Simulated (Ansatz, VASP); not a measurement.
ZnH3 in VASP and in Ansatz

```
CELL_PARAMETERS angstrom
2.93704 0.00000 0.00000
0.00000 2.93704 0.00000
0.00000 0.00000 2.93704
ATOMIC_POSITIONS crystal
Zn 0.00000 0.00000 0.00000
H 0.00000 0.50000 0.50000
H 0.50000 0.00000 0.50000
H 0.50000 0.50000 0.00000
```

Alike in both runs: functional PBE; k mesh 16 × 16 × 16; occupations gaussian, width 0.1 eV; no spin polarisation.

Ansatz relaxed the structure, and its values are those at the end. VASP's run is a single point on that final structure, the one shown.

|  | VASP | Ansatz |
| --- | --- | --- |
| version | VASP 6.6.1 | Ansatz 0.2.0 |
| potentials or method | VASP PAW PBE potentials, release 64 (Zn, H), cutoff 520 eV | scalar-relativistic, plane waves, PAW |
| valence electrons in the cell | 15 | 15 |

|  | VASP | Ansatz | Ansatz less VASP |
| --- | --- | --- | --- |
| gap on the k mesh at the Fermi level (eV) | none | none | - |
| pressure (GPa) | -0.1 | 0.0 | +0.05 |

A gap of «none» marks a metal or a gap that the smearing closes.
